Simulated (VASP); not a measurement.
# V (Im-3m) in VASP: a series of runs, part 2 of 2

VASP 6.6.1. The steps go on from the part before.

### Step 5. Single point, PBE

This run uses another cell than the first one, of 13.18 Å³/atom, 1.094 times its volume.

Input file INCAR:

```
SYSTEM = V
PREC = Accurate
ENCUT = 520
EDIFF = 1E-6
ISMEAR = 0
SIGMA = 0.1
LREAL = .False.
LASPH = .True.
NELM = 100
ALGO = Fast
ISIF = 2
LWAVE = .False.
LCHARG = .False.
GGA = PE
NBANDS = 12
```

Input file KPOINTS:

```
regular mesh
0
Gamma
  20 20 20
  0 0 0
```

Input file POSCAR:

```
V
1.0
   -1.4879898744      1.4879898744      1.4879898744
    1.4879898744     -1.4879898744      1.4879898744
    1.4879898744      1.4879898744     -1.4879898744
V
1
Direct
    0.0000000000      0.0000000000      0.0000000000
```

Potentials or basis: VASP PAW PBE potentials, release 64 (V_sv).

Started as:

```console
$ cat potpaw_PBE.64/V_sv/POTCAR > POTCAR
$ mpirun -np 1 vasp_std > vasp.out
```

OUTCAR:

```text
SYSTEM = V
   PREC = Accurate
   ENCUT = 520
   EDIFF = 1E-6
   ISMEAR = 0
   LREAL = .False.
   LASPH = .True.
   NELM = 100
   ISIF = 2
   GGA = PE

 ion  position               nearest neighbor table
   1  0.000  0.000  0.000-

  LATTYP: Found a body centered cubic cell.
 ALAT       =     2.9759797488

  Lattice vectors:

 A1 = (  -1.4879898744,   1.4879898744,   1.4879898744)
 A2 = (   1.4879898744,  -1.4879898744,   1.4879898744)
 A3 = (   1.4879898744,   1.4879898744,  -1.4879898744)

Analysis of symmetry for initial positions (statically):
=====================================================================
 Subroutine PRICEL returns:
 Original cell was already a primitive cell.

 Routine SETGRP: Setting up the symmetry group for a
 body centered cubic supercell.

 Subroutine GETGRP returns: Found 48 space group operations
 (whereof 48 operations were pure point group operations)
 out of a pool of 48 trial point group operations.

The static configuration has the point symmetry O_h .

Analysis of symmetry for dynamics (positions and initial velocities):
=====================================================================
 Subroutine PRICEL returns:
 Original cell was already a primitive cell.

 Routine SETGRP: Setting up the symmetry group for a
 body centered cubic supercell.

 Subroutine GETGRP returns: Found 48 space group operations
 (whereof 48 operations were pure point group operations)
 out of a pool of 48 trial point group operations.

The dynamic configuration has the point symmetry O_h .

 Subroutine INISYM returns: Found 48 space group operations
 (whereof 48 operations are pure point group operations),
 and found     1 'primitive' translations

----------------------------------------------------------------------------------------

                                     Primitive cell

  volume of cell :      13.1783

  direct lattice vectors                    reciprocal lattice vectors
    -1.487989874  1.487989874  1.487989874     0.000000000  0.336023792  0.336023792
     1.487989874 -1.487989874  1.487989874     0.336023792  0.000000000  0.336023792
     1.487989874  1.487989874 -1.487989874     0.336023792  0.336023792  0.000000000

  length of vectors
     2.577274064  2.577274064  2.577274064     0.475209404  0.475209404  0.475209404

  position of ions in fractional coordinates (direct lattice)
     0.000000000  0.000000000  0.000000000

  ion indices of the primitive-cell ions
   primitive index   ion index
                 1           1

----------------------------------------------------------------------------------------

 KPOINTS: regular mesh

Automatic generation of k-mesh.
 Grid dimensions read from file:
 generate k-points for:   20   20   20

 Generating k-lattice:

  Cartesian coordinates                     Fractional coordinates (reciprocal lattice)
     0.000000000  0.016801190  0.016801190     0.050000000  0.000000000  0.000000000
     0.016801190  0.000000000  0.016801190     0.000000000  0.050000000  0.000000000
     0.016801190  0.016801190  0.000000000     0.000000000  0.000000000  0.050000000

  Length of vectors
     0.023760470  0.023760470  0.023760470

  Shift w.r.t. Gamma in fractional coordinates (k-lattice)
     0.000000000  0.000000000  0.000000000

 Subroutine IBZKPT returns following result:
 ===========================================

 Found    256 irreducible k-points:

 Following reciprocal coordinates:
            Coordinates               Weight
  0.000000  0.000000  0.000000      1.000000
  0.050000  0.000000  0.000000     12.000000
  0.100000  0.000000  0.000000     12.000000
  0.150000  0.000000  0.000000     12.000000
  0.200000  0.000000  0.000000     12.000000
  0.250000  0.000000  0.000000     12.000000
[... 16 lines left out ...]
  0.200000  0.100000 -0.000000     48.000000
  0.250000  0.100000 -0.000000     48.000000
 [... further k-points ...]
   k-points           NKPTS =    256   k-points in BZ     NKDIM =    256   number of bands    NBANDS=     12
   number of dos      NEDOS =    301   number of ions     NIONS =      1
   total plane-waves  NPLWV =   8000
   dimension x,y,z NGX =    20 NGY =   20 NGZ =   20
   dimension x,y,z NGXF=    40 NGYF=   40 NGZF=   40
   ions per type =               1
   NGX,Y,Z   is equivalent  to a cutoff of  12.90, 12.90, 12.90 a.u.
   NGXF,Y,Z  is equivalent  to a cutoff of  25.80, 25.80, 25.80 a.u.
 SYSTEM =  V
   PREC   = accura    normal or accurate (medium, high low for compatibility)
   ISTART =      0    job   : 0-new  1-cont  2-samecut
   ICHARG =      2    charge: 1-file 2-atom 10-const
   ISPIN  =      1    spin polarized calculation?
   LNONCOLLINEAR =      F non collinear calculations
   LSORBIT =      F    spin-orbit coupling
   LASPH  =      T    aspherical Exc in radial PAW
   ENCUT  =  520.0 eV  38.22 Ry    6.18 a.u.   4.79  4.79  4.79*2*pi/ulx,y,z
   NELM   =    100;   NELMIN=  2; NELMDL= -5     # of ELM steps
   EDIFF  = 0.1E-05   stopping-criterion for ELM
   LREAL  =      F    real-space projection
   EDIFFG = 0.1E-04   stopping-criterion for IOM
   NSW    =      0    number of steps for IOM
   IBRION =     -1    ionic relax: 0-MD 1-quasi-New 2-CG
   NFREE  =      0    steps in history (QN), initial steepest desc. (CG)
   ISIF   =      2    stress and relaxation
   ISYM   =      2    0-nonsym 1-usesym 2-fastsym
   POTIM  = 0.5000    time-step for ionic-motion
   TEBEG  =    0.0;   TEEND  =   0.0 temperature during run
   PSTRESS=    0.0 pullay stress
   NELECT =      13.0000    total number of electrons
   NUPDOWN=      -1.0000    fix difference up-down
   EMIN   =  10.00;   EMAX   =-10.00  energy-range for DOS
   EFERMI =   0.00;   METHOD = LEGACY
   ISMEAR =     0;   SIGMA  =   0.10  broadening in eV -4-tet -1-fermi 0-gaus
   EFERMI_NEDOS =   21; number of points for ismear=-14 and -15
   IALGO  =     68    algorithm
   IMIX   =      4    mixing-type and parameters
     AMIX     =   0.40;   BMIX     =  1.00
     AMIX_MAG =   1.60;   BMIX_MAG =  1.00
  volume/ion in A,a.u.               =      13.18        88.93
  Fermi-wavevector in a.u.,A,eV,Ry     =   1.629681  3.079651 36.135178  2.655861
  Thomas-Fermi vector in A             =   2.722107
   LORBIT       =      0    0 simple, 1 ext, 2 COOP (PROOUT), +10 PAW based schemes
   GGA     = PE    functional components
   LHFCALC =     F    Hartree Fock is set to
   AEXX    =    0.0000 exact exchange contribution
   IVDW    =     0    specifies the selected vdW correction
   LEPSILON=     F    determine dielectric tensor
   LRPA    =     F    only Hartree local field effects (RPA)
 non-spin polarized calculation
 RMM-DIIS sequential band-by-band and
 Gauss-broadening in eV      SIGMA  =   0.10
  energy-cutoff  :      520.00
  volume of cell :       13.18
 maximum number of plane-waves:       370
   NGX =  9   NGY =  9   NGZ =  9

 number of electron      12.9999994 magnetization

 Free energy of the ion-electron system (eV)
  ---------------------------------------------------
  ext. energy  EPLUGINS =         0.00000000
  ---------------------------------------------------
  free energy    TOTEN  =        -8.99275029 eV

  energy without entropy =       -8.98414895  energy(sigma->0) =       -8.98844962

 E-fermi :   9.9777     XC(G=0): -13.0241

 val. band max:        9.9737205862   @ k =  -0.2000   0.2500   0.0500
 cond. band min:       9.9788117883   @ k =  -0.4500   0.5000   0.1000
 fundamental gap:      0.0050912021
 Fermi energy:         9.9777166411

 k-point     1 :       0.0000    0.0000    0.0000
  band No.  band energies     occupation
      1     -53.7168      2.00000
      2     -26.9808      2.00000
      3     -26.9808      2.00000
      4     -26.9808      2.00000
      5       3.3491      2.00000
      6      10.3956      0.00000
      7      10.3956      0.00000
      8      10.3956      0.00000
      9      12.4605      0.00000
     10      12.4605      0.00000
     11      30.6416      0.00000
     12      30.6416      0.00000
[... 331 lines left out ...]
 k-point    24 :       0.2500    0.1000   -0.0000
  band No.  band energies     occupation
      1     -53.5678      2.00000
      2     -27.6302      2.00000
      3     -27.1888      2.00000
      4     -27.0180      2.00000
      5       6.3869      2.00000
      6       9.3007      2.00000
      7       9.6997      1.99992
      8      12.0743      0.00000
      9      12.7590      0.00000
     10      13.0311      0.00000
     11      24.8671      0.00000
     12      27.3032      0.00000

 [... further k-points ...]
[... 5 lines left out ...]
  --------------------------------------------------------------------------------------
  -------------------------------------------------------------------------------------
  Total        0.3644436      0.3644436      0.3644436      0.0000000     -0.0000000     -0.0000000
  in kB       44.3078872     44.3078872     44.3078872      0.0000000     -0.0000000     -0.0000000
  external PRESSURE =      44.3078872 kB  Pullay stress =       0.0000000 kB

 VOLUME and BASIS-vectors are now :
 -----------------------------------------------------------------------------
  energy-cutoff  :      520.00
  volume of cell :       13.18
      direct lattice vectors                 reciprocal lattice vectors
    -1.487989874  1.487989874  1.487989874     0.000000000  0.336023792  0.336023792
     1.487989874 -1.487989874  1.487989874     0.336023792  0.000000000  0.336023792
     1.487989874  1.487989874 -1.487989874     0.336023792  0.336023792  0.000000000

 POSITION                                       TOTAL-FORCE (eV/Angst)
 -----------------------------------------------------------------------------------
      0.00000      0.00000      0.00000         0.000000     -0.000000      0.000000
 -----------------------------------------------------------------------------------
    total drift:                                0.000000     -0.000000      0.000000

  FREE ENERGIE OF THE ION-ELECTRON SYSTEM (eV)
  ---------------------------------------------------
  free  energy   TOTEN  =        -8.9927502870 eV

  energy  without entropy=       -8.9841489513  energy(sigma->0) =       -8.98844962
```

OSZICAR:

```text
N       E                     dE             d eps       ncg     rms          rms(c)
DAV:   1     0.919503504002E+02    0.91950E+02   -0.70561E+03  6168   0.119E+03
DAV:   2    -0.904789527626E+01   -0.10100E+03   -0.97999E+02  6284   0.332E+02
DAV:   3    -0.103385214637E+02   -0.12906E+01   -0.12885E+01  6760   0.438E+01
DAV:   4    -0.103449703683E+02   -0.64489E-02   -0.64488E-02  6644   0.330E+00
DAV:   5    -0.103450484107E+02   -0.78042E-04   -0.78044E-04  6720   0.341E-01    0.189E+01
RMM:   6    -0.901436765681E+01    0.13307E+01   -0.29615E+00  6349   0.205E+01    0.193E+00
RMM:   7    -0.900053549082E+01    0.13832E-01   -0.70584E-02  6563   0.290E+00    0.996E-01
RMM:   8    -0.899273220129E+01    0.78033E-02   -0.72741E-03  6819   0.124E+00    0.704E-02
RMM:   9    -0.899274813423E+01   -0.15933E-04   -0.83041E-04  6840   0.371E-01    0.396E-02
RMM:  10    -0.899275540920E+01   -0.72750E-05   -0.16755E-04  6778   0.207E-01    0.425E-02
RMM:  11    -0.899274865428E+01    0.67549E-05   -0.60545E-05  6866   0.108E-01    0.238E-03
RMM:  12    -0.899275016600E+01   -0.15117E-05   -0.87943E-06  6200   0.448E-02    0.349E-03
RMM:  13    -0.899275028695E+01   -0.12095E-06   -0.60430E-07  3793   0.124E-02
   1 F= -.89927503E+01 E0= -.89884496E+01  d E =-.860134E-02
```

stdout:

```text
POSCAR found type information on POSCAR V
 POSCAR found :  1 types and       1 ions
 scaLAPACK will be used
 LDA part: xc-table for (Slater+PW92), standard interpolation
 POSCAR, INCAR and KPOINTS ok, starting setup
 FFT: planning ... GRIDC
 FFT: planning ... GRID_SOFT
 FFT: planning ... GRID
 WAVECAR not read
 entering main loop
```

Run time: 24 s. Hardware: 1 thread of Intel Xeon Platinum 8488C (Sapphire Rapids), shared host; peak memory 0.15 GiB.

Results:

- Free energy: -8.9928 eV
- Pressure: 4.4 GPa

### Step 6. Single point, PBE

This run uses another cell than the first one, of 13.39 Å³/atom, 1.112 times its volume.

Input file INCAR:

```
PREC = Accurate
ENCUT = 520
EDIFF = 1E-6
ISMEAR = 0
SIGMA = 0.1
LREAL = False
LASPH = True
NELM = 100
ALGO = Normal
ISIF = 2
LWAVE = False
LCHARG = False
GGA = PE
NBANDS = 12
```

Input file KPOINTS:

```
regular mesh
0
Gamma
  20 20 20
```

Input file POSCAR:

```
V
1.0
   -1.4959487521      1.4959487521      1.4959487521
    1.4959487521     -1.4959487521      1.4959487521
    1.4959487521      1.4959487521     -1.4959487521
V
1
Direct
    0.0000000000      0.0000000000      0.0000000000
```

Potentials or basis: VASP PAW PBE potentials, release 64 (V_sv).

Started as:

```console
$ cat potpaw_PBE.64/V_sv/POTCAR > POTCAR
$ mpirun -np 1 vasp_std > vasp.out
```

OUTCAR:

```text
PREC = Accurate
   ENCUT = 520
   EDIFF = 1E-6
   ISMEAR = 0
   LREAL = False
   LASPH = True
   NELM = 100
   ISIF = 2
   GGA = PE

 ion  position               nearest neighbor table
   1  0.000  0.000  0.000-

  LATTYP: Found a body centered cubic cell.
 ALAT       =     2.9918975042

  Lattice vectors:

 A1 = (  -1.4959487521,   1.4959487521,   1.4959487521)
 A2 = (   1.4959487521,  -1.4959487521,   1.4959487521)
 A3 = (   1.4959487521,   1.4959487521,  -1.4959487521)

Analysis of symmetry for initial positions (statically):
=====================================================================
 Subroutine PRICEL returns:
 Original cell was already a primitive cell.

 Routine SETGRP: Setting up the symmetry group for a
 body centered cubic supercell.

 Subroutine GETGRP returns: Found 48 space group operations
 (whereof 48 operations were pure point group operations)
 out of a pool of 48 trial point group operations.

The static configuration has the point symmetry O_h .

Analysis of symmetry for dynamics (positions and initial velocities):
=====================================================================
 Subroutine PRICEL returns:
 Original cell was already a primitive cell.

 Routine SETGRP: Setting up the symmetry group for a
 body centered cubic supercell.

 Subroutine GETGRP returns: Found 48 space group operations
 (whereof 48 operations were pure point group operations)
 out of a pool of 48 trial point group operations.

The dynamic configuration has the point symmetry O_h .

 Subroutine INISYM returns: Found 48 space group operations
 (whereof 48 operations are pure point group operations),
 and found     1 'primitive' translations

----------------------------------------------------------------------------------------

                                     Primitive cell

  volume of cell :      13.3909

[... 107 lines left out ...]
  volume/ion in A,a.u.               =      13.39        90.37
  Fermi-wavevector in a.u.,A,eV,Ry     =   1.621011  3.063266 35.751702  2.627676
  Thomas-Fermi vector in A             =   2.714856
   LORBIT       =      0    0 simple, 1 ext, 2 COOP (PROOUT), +10 PAW based schemes
   GGA     = PE    functional components
   LHFCALC =     F    Hartree Fock is set to
   AEXX    =    0.0000 exact exchange contribution
   IVDW    =     0    specifies the selected vdW correction
   LEPSILON=     F    determine dielectric tensor
   LRPA    =     F    only Hartree local field effects (RPA)
 non-spin polarized calculation
 Gauss-broadening in eV      SIGMA  =   0.10
  energy-cutoff  :      520.00
  volume of cell :       13.39
 maximum number of plane-waves:       372
   NGX =  9   NGY =  9   NGZ =  9

 number of electron      12.9999990 magnetization

 Free energy of the ion-electron system (eV)
  ---------------------------------------------------
  ext. energy  EPLUGINS =         0.00000000
  ---------------------------------------------------
  free energy    TOTEN  =        -8.99642676 eV

  energy without entropy =       -8.98769836  energy(sigma->0) =       -8.99206256

 E-fermi :   9.7764     XC(G=0): -12.9369

 val. band max:        9.7746514170   @ k =   0.3000   0.0500   0.0000
 cond. band min:       9.7768555443   @ k =   0.1000   0.0500   0.0500
 fundamental gap:      0.0022041273
 Fermi energy:         9.7763760818

 k-point     1 :       0.0000    0.0000    0.0000
  band No.  band energies     occupation
      1     -53.9363      2.00000
      2     -27.2273      2.00000
      3     -27.2273      2.00000
      4     -27.2273      2.00000
      5       3.1810      2.00000
      6      10.1910      0.00000
      7      10.1910      0.00000
      8      10.1910      0.00000
      9      12.2150      0.00000
     10      12.2150      0.00000
     11      30.3136      0.00000
     12      30.3136      0.00000
[... 331 lines left out ...]
 k-point    24 :       0.2500    0.1000    0.0000
  band No.  band energies     occupation
      1     -53.7965      2.00000
      2     -27.8447      2.00000
      3     -27.4255      2.00000
      4     -27.2625      2.00000
      5       6.1981      2.00000
      6       9.1203      2.00000
      7       9.5015      1.99990
      8      11.8365      0.00000
      9      12.5043      0.00000
     10      12.7679      0.00000
     11      24.4584      0.00000
     12      26.9331      0.00000

 [... further k-points ...]
[... 5 lines left out ...]
  --------------------------------------------------------------------------------------
  -------------------------------------------------------------------------------------
  Total        0.0988721      0.0988721      0.0988721      0.0000000      0.0000000     -0.0000000
  in kB       11.8297095     11.8297095     11.8297095      0.0000000      0.0000000     -0.0000000
  external PRESSURE =      11.8297095 kB  Pullay stress =       0.0000000 kB

 VOLUME and BASIS-vectors are now :
 -----------------------------------------------------------------------------
  energy-cutoff  :      520.00
  volume of cell :       13.39
      direct lattice vectors                 reciprocal lattice vectors
    -1.495948752  1.495948752  1.495948752     0.000000000  0.334236049  0.334236049
     1.495948752 -1.495948752  1.495948752     0.334236049  0.000000000  0.334236049
     1.495948752  1.495948752 -1.495948752     0.334236049  0.334236049  0.000000000

 POSITION                                       TOTAL-FORCE (eV/Angst)
 -----------------------------------------------------------------------------------
      0.00000      0.00000      0.00000         0.000000     -0.000000     -0.000000
 -----------------------------------------------------------------------------------
    total drift:                                0.000000     -0.000000      0.000000

  FREE ENERGIE OF THE ION-ELECTRON SYSTEM (eV)
  ---------------------------------------------------
  free  energy   TOTEN  =        -8.9964267572 eV

  energy  without entropy=       -8.9876983577  energy(sigma->0) =       -8.99206256
```

OSZICAR:

```text
N       E                     dE             d eps       ncg     rms          rms(c)
DAV:   1     0.913788673832E+02    0.91379E+02   -0.70887E+03  6160   0.119E+03
DAV:   2    -0.907542213340E+01   -0.10045E+03   -0.97570E+02  6268   0.330E+02
DAV:   3    -0.103724811657E+02   -0.12971E+01   -0.12935E+01  6848   0.440E+01
DAV:   4    -0.103789994934E+02   -0.65183E-02   -0.65182E-02  6580   0.332E+00
DAV:   5    -0.103790792581E+02   -0.79765E-04   -0.79766E-04  6780   0.345E-01    0.185E+01
DAV:   6    -0.902155583331E+01    0.13575E+01   -0.31121E+00  6404   0.294E+01    0.165E+00
DAV:   7    -0.900459141203E+01    0.16964E-01   -0.27862E-02  6448   0.208E+00    0.102E+00
DAV:   8    -0.899637264039E+01    0.82188E-02   -0.44939E-03  6580   0.101E+00    0.650E-02
DAV:   9    -0.899642359522E+01   -0.50955E-04   -0.16303E-04  6292   0.187E-01    0.332E-02
DAV:  10    -0.899642601074E+01   -0.24155E-05   -0.93125E-06  6556   0.443E-02    0.523E-03
DAV:  11    -0.899642675717E+01   -0.74643E-06   -0.70689E-07  3680   0.144E-02
   1 F= -.89964268E+01 E0= -.89920626E+01  d E =-.872840E-02
```

It took 19 s on 1 thread of Intel Xeon Platinum 8488C (Sapphire Rapids), shared host; peak memory 0.15 GiB.

Results:

| Quantity | Value |
| --- | --- |
| Free energy | -8.9964 eV |
| Pressure | 1.2 GPa |

Levels at points of the mesh, in eV from the Fermi level:
```tsv
k point	band 4	band 5	band 6	band 7	band 8	band 9	band 10	band 11
(0.00, 0.00, 0.00)	-37.00	-6.60	0.41	0.41	0.41	2.44	2.44	20.54
(0.50, 0.00, 0.00)	-37.01	-3.19	-1.14	1.66	2.44	2.80	4.15	10.25
(0.50, 0.50, 0.50)	-37.63	-3.02	-3.02	3.75	3.75	3.75	10.26	10.26
```

### Step 7. Summary

| cell | k mesh | gap on the mesh (eV) | pressure (GPa) |
| --- | --- | --- | --- |
| a = 2.501 Å, angles 109.5°, 1 atom | 20 × 20 × 20 | none | 25.7 |
| a = 2.545 Å, angles 109.5°, 1 atom | 20 × 20 × 20 | none | 12.3 |
| a = 2.356 Å, angles 109.5°, 1 atom | 22 × 22 × 22 | none | 91.3 |
| a = 2.577 Å, angles 109.5°, 1 atom | 20 × 20 × 20 | none | 4.4 |
| a = 2.591 Å, angles 109.5°, 1 atom | 20 × 20 × 20 | none | 1.2 |

Alike in all rows: task single point; level PBE; potentials or basis VASP PAW PBE potentials, release 64 (V_sv); no spin polarisation; cutoff (eV) 520; smearing gaussian 0.1 eV.

Total energies depend on the potentials used, so only differences within one code and one set of settings carry meaning.
